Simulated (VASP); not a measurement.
# Ir (Fm-3m) in VASP: a series of runs

Ir is run at these levels: r2SCAN; tasks: single point, relaxation of volume and atoms at fixed shape.

All numbers are computed with VASP 6.6.1; they aren't measurements. Logs are shortened: lines on timing, memory, paths and dates and some standing lists are left out, and cuts for length are marked.

### 1 The cell of the first run

It takes space group Fm-3m (No. 225, cubic). The conventional cell has a = 3.844 Å, b = 3.844 Å, c = 3.844 Å, α = 90.00°, β = 90.00°, γ = 90.00°. Ir (site symmetry m-3m) has 12 Ir at 2.72 Å within 3.6 Å.

### 2 Single point, r2SCAN

The input, POSCAR:

```
Ir
1.0
    0.0000000000      1.9221267190      1.9221267190
    1.9221267190      0.0000000000      1.9221267190
    1.9221267190      1.9221267190      0.0000000000
Ir
1
Direct
    0.0000000000      0.0000000000      0.0000000000
```

The input, INCAR.step1:

```
SYSTEM = Ir
PREC = Accurate
ENCUT = 520
ISMEAR = 0
SIGMA = 0.05
LREAL = .FALSE.
LASPH = .TRUE.
NELM = 80
NBANDS = 10
GGA = PE
ALGO = Normal
EDIFF = 1E-4
LWAVE = .TRUE.
LCHARG = .FALSE.
```

The input, INCAR.step2:

```
SYSTEM = Ir
PREC = Accurate
ENCUT = 520
EDIFF = 1E-6
ISMEAR = 0
SIGMA = 0.05
LREAL = .FALSE.
LASPH = .TRUE.
NELM = 80
ALGO = Normal
ISIF = 2
LWAVE = .FALSE.
LCHARG = .FALSE.
METAGGA = R2SCAN
LMIXTAU = .TRUE.
NBANDS = 10
ISTART = 1
```

The input, KPOINTS:

```
Automatic mesh
0
G
  21 21 21
  0 0 0
```

Potentials or basis: VASP PAW PBE potentials, release 64 (Ir).

Run with:

```
$ cat potpaw_PBE.64/Ir/POTCAR > POTCAR
$ cp INCAR.step1 INCAR
$ mpirun -np 1 vasp_std > vasp.out
$ cp INCAR.step2 INCAR
$ mpirun -np 1 vasp_std > vasp.out
```

OUTCAR:

```text
SYSTEM = Ir
   PREC = Accurate
   ENCUT = 520
   EDIFF = 1E-6
   ISMEAR = 0
   LREAL = .FALSE.
   LASPH = .TRUE.
   NELM = 80
   ISIF = 2
   METAGGA = R2SCAN
   ISTART = 1

 ion  position               nearest neighbor table
   1  0.000  0.000  0.000-

  LATTYP: Found a face centered cubic cell.
 ALAT       =     3.8442534380

  Lattice vectors:

 A1 = (   0.0000000000,   1.9221267190,   1.9221267190)
 A2 = (   1.9221267190,   0.0000000000,   1.9221267190)
 A3 = (   1.9221267190,   1.9221267190,   0.0000000000)

Analysis of symmetry for initial positions (statically):
=====================================================================
 Subroutine PRICEL returns:
 Original cell was already a primitive cell.

 Routine SETGRP: Setting up the symmetry group for a
 face centered cubic supercell.

 Subroutine GETGRP returns: Found 48 space group operations
 (whereof 48 operations were pure point group operations)
 out of a pool of 48 trial point group operations.

The static configuration has the point symmetry O_h .

Analysis of symmetry for dynamics (positions and initial velocities):
=====================================================================
 Subroutine PRICEL returns:
 Original cell was already a primitive cell.

 Routine SETGRP: Setting up the symmetry group for a
 face centered cubic supercell.

 Subroutine GETGRP returns: Found 48 space group operations
 (whereof 48 operations were pure point group operations)
 out of a pool of 48 trial point group operations.

The dynamic configuration has the point symmetry O_h .

 Subroutine INISYM returns: Found 48 space group operations
 (whereof 48 operations are pure point group operations),
 and found     1 'primitive' translations

----------------------------------------------------------------------------------------

                                     Primitive cell

  volume of cell :      14.2029

  direct lattice vectors                    reciprocal lattice vectors
     0.000000000  1.922126719  1.922126719    -0.260128531  0.260128531  0.260128531
     1.922126719  0.000000000  1.922126719     0.260128531 -0.260128531  0.260128531
     1.922126719  1.922126719  0.000000000     0.260128531  0.260128531 -0.260128531

  length of vectors
     2.718297675  2.718297675  2.718297675     0.450555832  0.450555832  0.450555832

  position of ions in fractional coordinates (direct lattice)
     0.000000000  0.000000000  0.000000000

  ion indices of the primitive-cell ions
   primitive index   ion index
                 1           1

----------------------------------------------------------------------------------------

 KPOINTS: Automatic mesh

Automatic generation of k-mesh.
 Grid dimensions read from file:
 generate k-points for:   21   21   21

 Generating k-lattice:

  Cartesian coordinates                     Fractional coordinates (reciprocal lattice)
    -0.012387073  0.012387073  0.012387073     0.047619048  0.000000000  0.000000000
     0.012387073 -0.012387073  0.012387073     0.000000000  0.047619048  0.000000000
     0.012387073  0.012387073 -0.012387073     0.000000000  0.000000000  0.047619048

  Length of vectors
     0.021455040  0.021455040  0.021455040

  Shift w.r.t. Gamma in fractional coordinates (k-lattice)
     0.000000000  0.000000000  0.000000000

 Subroutine IBZKPT returns following result:
 ===========================================

 Found    286 irreducible k-points:

 Following reciprocal coordinates:
            Coordinates               Weight
  0.000000  0.000000  0.000000      1.000000
  0.047619  0.000000  0.000000      8.000000
  0.095238  0.000000  0.000000      8.000000
  0.142857  0.000000  0.000000      8.000000
  0.190476  0.000000  0.000000      8.000000
  0.238095  0.000000  0.000000      8.000000
[... 16 lines left out ...]
 -0.428571  0.047619  0.000000     24.000000
 -0.380952  0.047619  0.000000     24.000000
 [... further k-points ...]
   k-points           NKPTS =    286   k-points in BZ     NKDIM =    286   number of bands    NBANDS=     10
   number of dos      NEDOS =    301   number of ions     NIONS =      1
   total plane-waves  NPLWV =   8000
   dimension x,y,z NGX =    20 NGY =   20 NGZ =   20
   dimension x,y,z NGXF=    40 NGYF=   40 NGZF=   40
   ions per type =               1
   NGX,Y,Z   is equivalent  to a cutoff of  12.23, 12.23, 12.23 a.u.
   NGXF,Y,Z  is equivalent  to a cutoff of  24.46, 24.46, 24.46 a.u.
 SYSTEM =  Ir
   PREC   = accura    normal or accurate (medium, high low for compatibility)
   ISTART =      1    job   : 0-new  1-cont  2-samecut
   ICHARG =      0    charge: 1-file 2-atom 10-const
   ISPIN  =      1    spin polarized calculation?
   LNONCOLLINEAR =      F non collinear calculations
   LSORBIT =      F    spin-orbit coupling
   LASPH  =      T    aspherical Exc in radial PAW
   ENCUT  =  520.0 eV  38.22 Ry    6.18 a.u.   5.05  5.05  5.05*2*pi/ulx,y,z
   NELM   =     80;   NELMIN=  2; NELMDL=  0     # of ELM steps
   EDIFF  = 0.1E-05   stopping-criterion for ELM
   LREAL  =      F    real-space projection
   EDIFFG = 0.1E-04   stopping-criterion for IOM
   NSW    =      0    number of steps for IOM
   IBRION =     -1    ionic relax: 0-MD 1-quasi-New 2-CG
   NFREE  =      0    steps in history (QN), initial steepest desc. (CG)
   ISIF   =      2    stress and relaxation
   ISYM   =      2    0-nonsym 1-usesym 2-fastsym
   POTIM  = 0.5000    time-step for ionic-motion
   TEBEG  =    0.0;   TEEND  =   0.0 temperature during run
   PSTRESS=    0.0 pullay stress
   NELECT =       9.0000    total number of electrons
   NUPDOWN=      -1.0000    fix difference up-down
   EMIN   =  10.00;   EMAX   =-10.00  energy-range for DOS
   EFERMI =   0.00;   METHOD = LEGACY
   ISMEAR =     0;   SIGMA  =   0.05  broadening in eV -4-tet -1-fermi 0-gaus
   EFERMI_NEDOS =   21; number of points for ismear=-14 and -15
   IALGO  =     38    algorithm
   IMIX   =      4    mixing-type and parameters
     AMIX     =   0.40;   BMIX     =  1.00
     AMIX_MAG =   1.60;   BMIX_MAG =  1.00
  volume/ion in A,a.u.               =      14.20        95.85
  Fermi-wavevector in a.u.,A,eV,Ry     =   1.406146  2.657230 26.902061  1.977246
  Thomas-Fermi vector in A             =   2.528535
   LORBIT       =      0    0 simple, 1 ext, 2 COOP (PROOUT), +10 PAW based schemes
   METAGGA = R2SCAN    functional components
   LHFCALC =     F    Hartree Fock is set to
   AEXX    =    0.0000 exact exchange contribution
   IVDW    =     0    specifies the selected vdW correction
   LEPSILON=     F    determine dielectric tensor
   LRPA    =     F    only Hartree local field effects (RPA)
 non-spin polarized calculation
 Gauss-broadening in eV      SIGMA  =   0.05
  energy-cutoff  :      520.00
  volume of cell :       14.20
 maximum number of plane-waves:       391
   NGX = 11   NGY = 11   NGZ = 11

 number of electron       9.0000000 magnetization

 Free energy of the ion-electron system (eV)
  ---------------------------------------------------
  ext. energy  EPLUGINS =         0.00000000
  ---------------------------------------------------
  free energy    TOTEN  =       -52.36614958 eV

  energy without entropy =      -52.36489812  energy(sigma->0) =      -52.36552385

 E-fermi :  10.1445     XC(G=0): -15.3000

 val. band max:       10.1374608338   @ k =   0.3333   0.0952   0.0000
 cond. band min:      10.1662580745   @ k =   0.4762   0.2381   0.0952
 fundamental gap:      0.0287972407
 Fermi energy:        10.1444890229

 k-point     1 :       0.0000    0.0000    0.0000
  band No.  band energies     occupation
      1      -1.3768      2.00000
      2       6.1345      2.00000
      3       6.1345      2.00000
      4       6.1345      2.00000
      5       8.8293      2.00000
      6       8.8293      2.00000
      7      25.2189      0.00000
      8      31.0590      0.00000
      9      31.0590      0.00000
     10      31.0590      0.00000

 k-point     2 :       0.0476    0.0000    0.0000
  band No.  band energies     occupation
      1      -1.2714      2.00000
      2       6.0771      2.00000
      3       6.1806      2.00000
      4       6.1806      2.00000
      5       8.7996      2.00000
      6       8.7996      2.00000
      7      25.3998      0.00000
      8      30.4935      0.00000
      9      31.2291      0.00000
     10      31.2291      0.00000

 k-point     3 :       0.0952    0.0000    0.0000
  band No.  band energies     occupation
      1      -0.9629      2.00000
      2       5.9232      2.00000
      3       6.3062      2.00000
      4       6.3062      2.00000
      5       8.7282      2.00000
      6       8.7282      2.00000
      7      25.9092      0.00000
      8      29.2757      0.00000
      9      31.7273      0.00000
     10      31.7273      0.00000

 k-point     4 :       0.1429    0.0000    0.0000
  band No.  band energies     occupation
      1      -0.4775      2.00000
      2       5.7250      2.00000
      3       6.4674      2.00000
      4       6.4674      2.00000
      5       8.6715      2.00000
      6       8.6715      2.00000
      7      26.6302      0.00000
      8      27.9047      0.00000
      9      32.5180      0.00000
     10      32.5180      0.00000

 k-point     5 :       0.1905    0.0000    0.0000
  band No.  band energies     occupation
      1       0.1316      2.00000
      2       5.5658      2.00000
      3       6.5858      2.00000
      4       6.5858      2.00000
      5       8.7216      2.00000
      6       8.7216      2.00000
      7      26.4505      0.00000
      8      27.4150      0.00000
      9      33.5382      0.00000
     10      33.5382      0.00000

 k-point     6 :       0.2381    0.0000    0.0000
  band No.  band energies     occupation
      1       0.7685      2.00000
      2       5.5633      2.00000
      3       6.5888      2.00000
      4       6.5888      2.00000
      5       8.9584      2.00000
      6       8.9584      2.00000
      7      25.0628      0.00000
      8      27.7053      0.00000
      9      34.6463      0.00000
     10      34.6463      0.00000
[... 183 lines left out ...]
 k-point    21 :       0.4762    0.0476    0.0000
  band No.  band energies     occupation
      1       1.8288      2.00000
      2       5.9126      2.00000
      3       6.0871      2.00000
      4       8.6998      2.00000
      5      11.0349      0.00000
      6      11.3572      0.00000
      7      18.0662      0.00000
      8      25.1086      0.00000
      9      30.8014      0.00000
     10      31.0227      0.00000

 k-point    22 :      -0.4762    0.0476    0.0000
  band No.  band energies     occupation
      1       1.8254      2.00000
      2       5.9013      2.00000
      3       6.0542      2.00000
      4       8.9444      2.00000
      5      10.9975      0.00000
      6      11.5879      0.00000
      7      17.7052      0.00000
      8      25.0253      0.00000
      9      30.6114      0.00000
     10      30.8849      0.00000

 k-point    23 :      -0.4286    0.0476    0.0000
  band No.  band energies     occupation
      1       1.8332      2.00000
      2       5.9568      2.00000
      3       6.0853      2.00000
      4       8.5238      2.00000
      5      10.7329      0.00000
      6      11.4200      0.00000
      7      18.4099      0.00000
      8      25.1938      0.00000
      9      30.6939      0.00000
     10      31.4775      0.00000

 k-point    24 :      -0.3810    0.0476    0.0000
  band No.  band energies     occupation
      1       1.8306      2.00000
      2       6.0712      2.00000
      3       6.1780      2.00000
      4       7.6470      2.00000
      5      10.2905      0.00004
      6      11.0238      0.00000
      7      19.8132      0.00000
      8      25.6186      0.00000
      9      31.2317      0.00000
     10      32.5351      0.00000

 [... further k-points ...]

------------------------ aborting loop because EDIFF is reached ----------------------------------------

  FORCE on cell =-STRESS in cart. coord.  units (eV):
  Direction    XX          YY          ZZ          XY          YZ          ZX
  --------------------------------------------------------------------------------------
  -------------------------------------------------------------------------------------
  Total        0.2190722      0.2190722      0.2190722     -0.0000000     -0.0000000      0.0000000
  in kB       24.7127924     24.7127924     24.7127924     -0.0000000     -0.0000000      0.0000000
  external PRESSURE =      24.7127924 kB  Pullay stress =       0.0000000 kB

 VOLUME and BASIS-vectors are now :
 -----------------------------------------------------------------------------
  energy-cutoff  :      520.00
  volume of cell :       14.20
      direct lattice vectors                 reciprocal lattice vectors
     0.000000000  1.922126719  1.922126719    -0.260128531  0.260128531  0.260128531
     1.922126719  0.000000000  1.922126719     0.260128531 -0.260128531  0.260128531
     1.922126719  1.922126719  0.000000000     0.260128531  0.260128531 -0.260128531

 POSITION                                       TOTAL-FORCE (eV/Angst)
 -----------------------------------------------------------------------------------
      0.00000      0.00000      0.00000         0.000000     -0.000000      0.000000
 -----------------------------------------------------------------------------------
    total drift:                                0.000000      0.000000      0.000000

  FREE ENERGIE OF THE ION-ELECTRON SYSTEM (eV)
  ---------------------------------------------------
  free  energy   TOTEN  =       -52.3661495790 eV

  energy  without entropy=      -52.3648981204  energy(sigma->0) =      -52.36552385
```

Run time: 3.2 min. Hardware: 1 thread of Intel Xeon 8259CL, shared host; peak memory 0.16 GiB.

What came out:

```
Free energy            : -52.3661 eV
Pressure               : 2.5 GPa
Band gap on the k mesh : zero (an odd number of electrons rules out a gap without spin polarisation)
```

Caveat: the PAW data sets were made with another functional, which shifts forces and pressure a little; spin-orbit coupling is left out, which moves the levels of the heavy elements.

### 3 Relaxation of volume and atoms at fixed shape, r2SCAN

This run uses another cell than the first one, of 14.06 Å³/atom.

The input, POSCAR:

```
Ir
1.0
    0.0000000000      1.9156000000      1.9156000000
    1.9156000000      0.0000000000      1.9156000000
    1.9156000000      1.9156000000      0.0000000000
Ir
1
Direct
    0.0000000000      0.0000000000      0.0000000000
```

The input, INCAR.step1:

```
SYSTEM = Ir
  PREC = Accurate
  ENCUT = 600
  ISMEAR = 0
  SIGMA = 0.05
  LREAL = .False.
  LASPH = .True.
  NELM = 60
  GGA = PE
  ALGO = Normal
  EDIFF = 1E-4
  LWAVE = .True.
  LCHARG = .False.
```

The input, INCAR.step2:

```
SYSTEM = Ir
  PREC = Accurate
  ENCUT = 600
  EDIFF = 1E-6
  ISMEAR = 0
  SIGMA = 0.05
  LREAL = .False.
  LASPH = .True.
  NELM = 60
  ALGO = Normal
  ISIF = 8
  LWAVE = .False.
  LCHARG = .False.
  METAGGA = R2SCAN
  LMIXTAU = .True.
  IBRION = 2
  NSW = 80
  EDIFFG = -0.01
  ISTART = 1
```

The input, KPOINTS:

```
Automatic mesh
0
Gamma
  21 21 21
  0 0 0
```

Potentials or basis: VASP PAW PBE potentials, release 64 (Ir).

Run with:

```
$ cat potpaw_PBE.64/Ir/POTCAR > POTCAR
$ cp INCAR.step1 INCAR
$ mpirun -np 1 vasp_std > vasp.out
$ cp INCAR.step2 INCAR
$ mpirun -np 1 vasp_std > vasp.out
```

Wall time 7.6 min (1 thread of Intel Xeon 8259CL, shared host); peak memory 0.2 GiB.

It converged, with:

| Item | Value |
| --- | --- |
| Free energy | -52.3667 eV |
| Relaxed volume | 14.30 Å³/atom |
| Relaxed cell | a = 2.724 Å, b = 2.724 Å, c = 2.724 Å, α = 60.00°, β = 60.00°, γ = 60.00° |
| Space group after relaxing (to 0.1 Å) | Fm-3m (No. 225) |
| Energy gained by relaxing | 4.8 meV/atom |
| Ionic steps | 4 |
| Pressure after relaxing | 0.0 GPa |
| Band gap on the k mesh | zero (an odd number of electrons rules out a gap without spin polarisation) |

The path:
```
step  energy change (eV)  largest force (eV/Å)  pressure (GPa)  volume (Å³)
   1              0.0000                0.0000            6.62        14.06
   2              0.0641                0.0000          -21.04        15.27
   3             -0.0048                0.0000           -0.18        14.30
   4             -0.0048                0.0000            0.00        14.30
```

Final structure:
```yaml
crystal:
  lattice:
    - [0.00000, 1.92633, 1.92633]
    - [1.92633, 0.00000, 1.92633]
    - [1.92633, 1.92633, 0.00000]
  atoms:
    - { symbol: Ir, position: [0.00000, 0.00000, 0.00000] }
```

Levels at points of the mesh, in eV from the Fermi level:
```tsv
k point	band 2	band 3	band 4	band 5	band 6	band 7
(0.00, 0.00, 0.00)	-3.97	-3.97	-3.97	-1.30	-1.30	15.09
```

Caveat: the PAW data sets were made with another functional, which shifts forces and pressure a little; spin-orbit coupling is left out, which moves the levels of the heavy elements. Zero-point motion and thermal expansion aren't in these numbers.

The gap in the log of VASP goes by the Fermi energy; the results here count the filled bands.